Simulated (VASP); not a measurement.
# LiF (Pm-3m) in VASP: single point with r2SCAN

Aim: the single point of LiF with r2SCAN.

Program: VASP 6.6.1. These are calculated values, not measurements. Logs are shortened: lines on timing, memory, paths and dates and some standing lists are left out, and cuts for length are marked.

### 1 The cell of the first run

Symmetry: Pm-3m, No. 221, cubic system. Conventional cell: a = 2.537 Å, b = 2.537 Å, c = 2.537 Å, α = 90.00°, β = 90.00°, γ = 90.00°. Within 2.9 Å of Li (site symmetry m-3m) lie 8 F at 2.20 Å and 6 Li at 2.54 Å. F (site symmetry m-3m) has 8 Li at 2.20 Å and 6 F at 2.54 Å within 2.9 Å.

### 2 Single point, r2SCAN

The input, POSCAR:

```
LiF
1.0
   -0.8458269982      1.6916539963      1.6916539963
    1.6916539963     -0.8458269982      1.6916539963
    1.6916539963      1.6916539963     -0.8458269982
Li F
1 1
Direct
    0.0000000000      0.0000000000      0.0000000000
    0.5000000000      0.5000000000      0.5000000000
```

The input, INCAR.step1:

```
ALGO = Normal
EDIFF = 1E-4
ENCUT = 520
GGA = PE
ISMEAR = 0
LASPH = True
LCHARG = False
LREAL = False
LWAVE = True
NBANDS = 12
NELM = 100
PREC = Accurate
SIGMA = 0.05
```

The input, INCAR.step2:

```
ALGO = Normal
EDIFF = 1E-7
ENCUT = 520
ISIF = 2
ISMEAR = 0
ISTART = 1
LASPH = True
LCHARG = False
LMIXTAU = True
LREAL = False
LWAVE = False
METAGGA = R2SCAN
NBANDS = 12
NELM = 100
PREC = Accurate
SIGMA = 0.05
```

The input, KPOINTS:

```
k-points
0
Gamma
  12 12 12
```

Potentials or basis: VASP PAW PBE potentials, release 64 (Li_sv, F).

Launch:

```sh
$ cat potpaw_PBE.64/Li_sv/POTCAR potpaw_PBE.64/F/POTCAR > POTCAR
$ cp INCAR.step1 INCAR
$ mpirun -np 1 vasp_std > vasp.out
$ cp INCAR.step2 INCAR
$ mpirun -np 1 vasp_std > vasp.out
```

OUTCAR:

```text
EDIFF = 1E-7
   ENCUT = 520
   ISIF = 2
   ISMEAR = 0
   ISTART = 1
   LASPH = True
   LREAL = False
   METAGGA = R2SCAN
   NELM = 100
   PREC = Accurate

 ion  position               nearest neighbor table
   1  0.000  0.000  0.000-   2 2.20   2 2.20   2 2.20   2 2.20   2 2.20   2 2.20   2 2.20   2 2.20

   2  0.500  0.500  0.500-   1 2.20   1 2.20   1 2.20   1 2.20   1 2.20   1 2.20   1 2.20   1 2.20

  LATTYP: Found a simple cubic cell.
 ALAT       =     2.5374809945

  Lattice vectors:

 A1 = (  -0.8458269982,   1.6916539963,   1.6916539963)
 A2 = (   1.6916539963,  -0.8458269982,   1.6916539963)
 A3 = (   1.6916539963,   1.6916539963,  -0.8458269982)

Analysis of symmetry for initial positions (statically):
=====================================================================
 Subroutine PRICEL returns:
 Original cell was already a primitive cell.

 Routine SETGRP: Setting up the symmetry group for a
 simple cubic supercell.

 Subroutine GETGRP returns: Found 48 space group operations
 (whereof 48 operations were pure point group operations)
 out of a pool of 48 trial point group operations.

The static configuration has the point symmetry O_h .

Analysis of symmetry for dynamics (positions and initial velocities):
=====================================================================
 Subroutine PRICEL returns:
 Original cell was already a primitive cell.

 Routine SETGRP: Setting up the symmetry group for a
 simple cubic supercell.

 Subroutine GETGRP returns: Found 48 space group operations
 (whereof 48 operations were pure point group operations)
 out of a pool of 48 trial point group operations.

The dynamic configuration has the point symmetry O_h .

 Subroutine INISYM returns: Found 48 space group operations
 (whereof 48 operations are pure point group operations),
 and found     1 'primitive' translations

----------------------------------------------------------------------------------------

                                     Primitive cell

  volume of cell :      16.3384

  direct lattice vectors                    reciprocal lattice vectors
    -0.845826998  1.691653996  1.691653996    -0.131363874  0.262727748  0.262727748
     1.691653996 -0.845826998  1.691653996     0.262727748 -0.131363874  0.262727748
     1.691653996  1.691653996 -0.845826998     0.262727748  0.262727748 -0.131363874

  length of vectors
     2.537480994  2.537480994  2.537480994     0.394091622  0.394091622  0.394091622

  position of ions in fractional coordinates (direct lattice)
     0.000000000  0.000000000  0.000000000
     0.500000000  0.500000000  0.500000000

  ion indices of the primitive-cell ions
   primitive index   ion index
                 1           1
                 2           2

----------------------------------------------------------------------------------------

 KPOINTS: k-points

Automatic generation of k-mesh.
 Grid dimensions read from file:
 generate k-points for:   12   12   12

 Generating k-lattice:

  Cartesian coordinates                     Fractional coordinates (reciprocal lattice)
    -0.010946989  0.021893979  0.021893979     0.083333333  0.000000000 -0.000000000
     0.021893979 -0.010946989  0.021893979     0.000000000  0.083333333 -0.000000000
     0.021893979  0.021893979 -0.010946989    -0.000000000 -0.000000000  0.083333333

  Length of vectors
     0.032840968  0.032840968  0.032840968

  Shift w.r.t. Gamma in fractional coordinates (k-lattice)
     0.000000000  0.000000000  0.000000000

 Subroutine IBZKPT returns following result:
 ===========================================

 Found     84 irreducible k-points:

 Following reciprocal coordinates:
            Coordinates               Weight
  0.000000  0.000000  0.000000      1.000000
  0.083333  0.000000  0.000000      6.000000
  0.166667  0.000000  0.000000      6.000000
  0.250000  0.000000  0.000000      6.000000
  0.333333  0.000000  0.000000      6.000000
  0.416667  0.000000  0.000000      6.000000
[... 16 lines left out ...]
  0.333333  0.333333  0.000000     12.000000
  0.416667  0.333333 -0.000000     24.000000
 [... further k-points ...]
   k-points           NKPTS =     84   k-points in BZ     NKDIM =     84   number of bands    NBANDS=     12
   number of dos      NEDOS =    301   number of ions     NIONS =      2
   total plane-waves  NPLWV =   8000
   dimension x,y,z NGX =    20 NGY =   20 NGZ =   20
   dimension x,y,z NGXF=    40 NGYF=   40 NGZF=   40
   ions per type =               1   1
   NGX,Y,Z   is equivalent  to a cutoff of  13.10, 13.10, 13.10 a.u.
   NGXF,Y,Z  is equivalent  to a cutoff of  26.21, 26.21, 26.21 a.u.
 SYSTEM =  unknown system
   PREC   = accura    normal or accurate (medium, high low for compatibility)
   ISTART =      1    job   : 0-new  1-cont  2-samecut
   ICHARG =      0    charge: 1-file 2-atom 10-const
   ISPIN  =      1    spin polarized calculation?
   LNONCOLLINEAR =      F non collinear calculations
   LSORBIT =      F    spin-orbit coupling
   LASPH  =      T    aspherical Exc in radial PAW
   ENCUT  =  520.0 eV  38.22 Ry    6.18 a.u.   4.72  4.72  4.72*2*pi/ulx,y,z
   NELM   =    100;   NELMIN=  2; NELMDL=  0     # of ELM steps
   EDIFF  = 0.1E-06   stopping-criterion for ELM
   LREAL  =      F    real-space projection
   EDIFFG = 0.1E-05   stopping-criterion for IOM
   NSW    =      0    number of steps for IOM
   IBRION =     -1    ionic relax: 0-MD 1-quasi-New 2-CG
   NFREE  =      0    steps in history (QN), initial steepest desc. (CG)
   ISIF   =      2    stress and relaxation
   ISYM   =      2    0-nonsym 1-usesym 2-fastsym
   POTIM  = 0.5000    time-step for ionic-motion
   TEBEG  =    0.0;   TEEND  =   0.0 temperature during run
   PSTRESS=    0.0 pullay stress
   NELECT =      10.0000    total number of electrons
   NUPDOWN=      -1.0000    fix difference up-down
   EMIN   =  10.00;   EMAX   =-10.00  energy-range for DOS
   EFERMI =   0.00;   METHOD = LEGACY
   ISMEAR =     0;   SIGMA  =   0.05  broadening in eV -4-tet -1-fermi 0-gaus
   EFERMI_NEDOS =   21; number of points for ismear=-14 and -15
   IALGO  =     38    algorithm
   IMIX   =      4    mixing-type and parameters
     AMIX     =   0.40;   BMIX     =  1.00
     AMIX_MAG =   1.60;   BMIX_MAG =  1.00
  volume/ion in A,a.u.               =       8.17        55.13
  Fermi-wavevector in a.u.,A,eV,Ry     =   1.389970  2.626662 26.286674  1.932016
  Thomas-Fermi vector in A             =   2.513950
   LORBIT       =      0    0 simple, 1 ext, 2 COOP (PROOUT), +10 PAW based schemes
   METAGGA = R2SCAN    functional components
   LHFCALC =     F    Hartree Fock is set to
   AEXX    =    0.0000 exact exchange contribution
   IVDW    =     0    specifies the selected vdW correction
   LEPSILON=     F    determine dielectric tensor
   LRPA    =     F    only Hartree local field effects (RPA)
 non-spin polarized calculation
 Gauss-broadening in eV      SIGMA  =   0.05
  energy-cutoff  :      520.00
  volume of cell :       16.34
 maximum number of plane-waves:       466
 NGX is ok and might be reduce to    20
   NGX =  9   NGY =  9   NGZ =  9

 number of electron      10.0000023 magnetization

 Free energy of the ion-electron system (eV)
  ---------------------------------------------------
  ext. energy  EPLUGINS =         0.00000000
  ---------------------------------------------------
  free energy    TOTEN  =       -11.26934916 eV

  energy without entropy =      -11.26934916  energy(sigma->0) =      -11.26934916

 E-fermi :  -0.0092     XC(G=0): -10.6038

 val. band max:       -0.3149138323   @ k =   0.5000   0.5000   0.0000
 cond. band min:       8.5511220502   @ k =   0.0000   0.0000   0.0000
 fundamental gap:      8.8660358825
 Fermi energy:        -0.0092122731

 k-point     1 :       0.0000    0.0000    0.0000
  band No.  band energies     occupation
      1     -44.3229      2.00000
      2     -22.3644      2.00000
      3      -1.0253      2.00000
      4      -1.0253      2.00000
      5      -1.0253      2.00000
      6       8.5511      0.00000
      7      19.7378      0.00000
      8      19.7378      0.00000
      9      22.6920      0.00000
     10      22.6920      0.00000
     11      22.6920      0.00000
     12      39.8304      0.00000

 k-point     2 :       0.0833    0.0000    0.0000
  band No.  band energies     occupation
      1     -44.3196      2.00000
      2     -22.3342      2.00000
      3      -1.2777      2.00000
      4      -0.9987      2.00000
      5      -0.9987      2.00000
      6       8.7217      0.00000
      7      18.7800      0.00000
      8      19.9028      0.00000
      9      22.6513      0.00000
     10      22.6513      0.00000
     11      24.0780      0.00000
     12      38.7376      0.00000

 k-point     3 :       0.1667    0.0000    0.0000
  band No.  band energies     occupation
      1     -44.3106      2.00000
      2     -22.2514      2.00000
      3      -1.9196      2.00000
      4      -0.9255      2.00000
      5      -0.9255      2.00000
      6       9.1149      0.00000
      7      17.4417      0.00000
      8      20.3980      0.00000
      9      22.5286      0.00000
     10      22.5286      0.00000
     11      26.7005      0.00000
     12      36.2362      0.00000

 k-point     4 :       0.2500    0.0000    0.0000
  band No.  band energies     occupation
      1     -44.2986      2.00000
      2     -22.1358      2.00000
      3      -2.7111      2.00000
      4      -0.8236      2.00000
      5      -0.8236      2.00000
      6       9.5245      0.00000
      7      16.4093      0.00000
      8      21.2228      0.00000
      9      22.3344      0.00000
     10      22.3344      0.00000
     11      29.8360      0.00000
     12      33.1151      0.00000

 k-point     5 :       0.3333    0.0000    0.0000
  band No.  band energies     occupation
      1     -44.2864      2.00000
      2     -22.0156      2.00000
      3      -3.4317      2.00000
      4      -0.7196      2.00000
      5      -0.7196      2.00000
      6       9.8091      0.00000
      7      15.7576      0.00000
      8      22.1140      0.00000
      9      22.1140      0.00000
     10      22.3768      0.00000
     11      30.3174      0.00000
     12      33.3055      0.00000
[... 228 lines left out ...]
      1     -44.2574      2.00000
      2     -21.6640      2.00000
      3      -3.7294      2.00000
      4      -2.3312      2.00000
      5      -0.4910      2.00000
      6      11.9729      0.00000
      7      15.0133      0.00000
      8      17.0399      0.00000
      9      23.1962      0.00000
     10      24.1761      0.00000
     11      31.8269      0.00000
     12      32.0300      0.00000

 k-point    22 :       0.5000    0.2500    0.0000
  band No.  band energies     occupation
      1     -44.2544      2.00000
      2     -21.6276      2.00000
      3      -3.9046      2.00000
      4      -2.3032      2.00000
      5      -0.4662      2.00000
      6      12.0986      0.00000
      7      14.8510      0.00000
      8      17.0899      0.00000
      9      23.2492      0.00000
     10      23.8444      0.00000
     11      31.7751      0.00000
     12      33.1829      0.00000

 k-point    23 :       0.3333    0.3333    0.0000
  band No.  band energies     occupation
      1     -44.2550      2.00000
      2     -21.6272      2.00000
      3      -3.1617      2.00000
      4      -3.1004      2.00000
      5      -0.4753      2.00000
      6      12.4243      0.00000
      7      15.3090      0.00000
      8      16.0134      0.00000
      9      23.6075      0.00000
     10      23.8594      0.00000
     11      31.2744      0.00000
     12      32.3855      0.00000

 k-point    24 :       0.4167    0.3333   -0.0000
  band No.  band energies     occupation
      1     -44.2473      2.00000
      2     -21.5258      2.00000
      3      -3.6277      2.00000
      4      -3.0542      2.00000
      5      -0.4138      2.00000
      6      13.0309      0.00000
      7      14.8742      0.00000
      8      15.8001      0.00000
      9      22.8288      0.00000
     10      24.0826      0.00000
     11      30.8680      0.00000
     12      33.7444      0.00000

 [... further k-points ...]
[... 5 lines left out ...]
  --------------------------------------------------------------------------------------
  -------------------------------------------------------------------------------------
  Total       -0.3089449     -0.3089449     -0.3089449      0.0000000      0.0000000      0.0000000
  in kB      -30.2958597    -30.2958597    -30.2958597      0.0000000      0.0000000      0.0000000
  external PRESSURE =     -30.2958597 kB  Pullay stress =       0.0000000 kB

 VOLUME and BASIS-vectors are now :
 -----------------------------------------------------------------------------
  energy-cutoff  :      520.00
  volume of cell :       16.34
      direct lattice vectors                 reciprocal lattice vectors
    -0.845826998  1.691653996  1.691653996    -0.131363874  0.262727748  0.262727748
     1.691653996 -0.845826998  1.691653996     0.262727748 -0.131363874  0.262727748
     1.691653996  1.691653996 -0.845826998     0.262727748  0.262727748 -0.131363874

 POSITION                                       TOTAL-FORCE (eV/Angst)
 -----------------------------------------------------------------------------------
      0.00000      0.00000      0.00000        -0.000000      0.000000      0.000000
      1.26874      1.26874      1.26874         0.000000     -0.000000     -0.000000
 -----------------------------------------------------------------------------------
    total drift:                                0.000000     -0.000000      0.000000

  FREE ENERGIE OF THE ION-ELECTRON SYSTEM (eV)
  ---------------------------------------------------
  free  energy   TOTEN  =       -11.2693491572 eV

  energy  without entropy=      -11.2693491572  energy(sigma->0) =      -11.26934916
```

It took 28 s on 1 thread of Intel Xeon 6975P-C (Granite Rapids), shared host; peak memory 0.13 GiB.

Results:

| Quantity | Value |
| --- | --- |
| Free energy | -11.2693 eV |
| Band gap on the k mesh | 8.87 eV (least direct gap 9.58 eV) |

Caveat: the cutoff is under 1.25 times the usual one of these potentials, so pressure, stress and relaxed cells hold a basis-set (Pulay) error; the PAW data sets were made with another functional, which shifts forces and pressure a little. A k mesh can miss the band edges.
